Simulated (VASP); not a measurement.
Here is a VASP 6.6.1 calculation.

Contents of POSCAR:

```
Os
1.0
    2.7746455767      0.0000000000      0.0000000000
   -1.3873227884      2.4029135560      0.0000000000
    0.0000000000      0.0000000000      4.3212390866
Os
2
Direct
    0.6666666667      0.3333333333      0.7500000000
    0.3333333333      0.6666666667      0.2500000000
```

File INCAR.step1:

```
ALGO = Normal
EDIFF = 1E-5
ENCUT = 520
GGA = PE
ISIF = 2
ISMEAR = -1
LASPH = T
LCHARG = F
LREAL = F
LWAVE = T
NBANDS = 15
NELM = 80
PREC = Accurate
SIGMA = 0.05
```

Contents of INCAR.step2:

```
AEXX = 0.2
AGGAC = 0.81
AGGAX = 0.72
ALDAC = 0.19
ALGO = Normal
EDIFF = 1E-6
ENCUT = 520
GGA = B3
ISIF = 2
ISMEAR = -1
ISTART = 1
LASPH = T
LCHARG = F
LHFCALC = T
LREAL = F
LWAVE = F
NBANDS = 15
NELM = 80
PREC = Accurate
PRECFOCK = Normal
SIGMA = 0.05
```

File KPOINTS:

```
k-points
0
Gamma
  6 6 3
```

Potentials or basis: VASP PAW PBE potentials, release 64 (Os).

Command:

```console
$ cat potpaw_PBE.64/Os/POTCAR > POTCAR
$ cp INCAR.step1 INCAR
$ mpirun -np 1 vasp_std > vasp.out
$ cp INCAR.step2 INCAR
$ mpirun -np 1 vasp_std > vasp.out
```

Question: Estimate the pressure.

Answer: 3.4 GPa.

Question: Estimate the band gap on the k mesh.

Answer: Zero (bands 8 and 9 overlap by 4.71 eV).

Stress tensor (GPa, compression positive):
```
3.15 0.00 0.00
0.00 3.15 0.00
0.00 0.00 3.85
```

Caveat: the k points lie up to 0.48 Å⁻¹ apart, too coarse for converged energies and pressures of a metal; the PAW data sets were made with another functional, which shifts forces and pressure a little; spin-orbit coupling is left out, which moves the levels of the heavy elements.
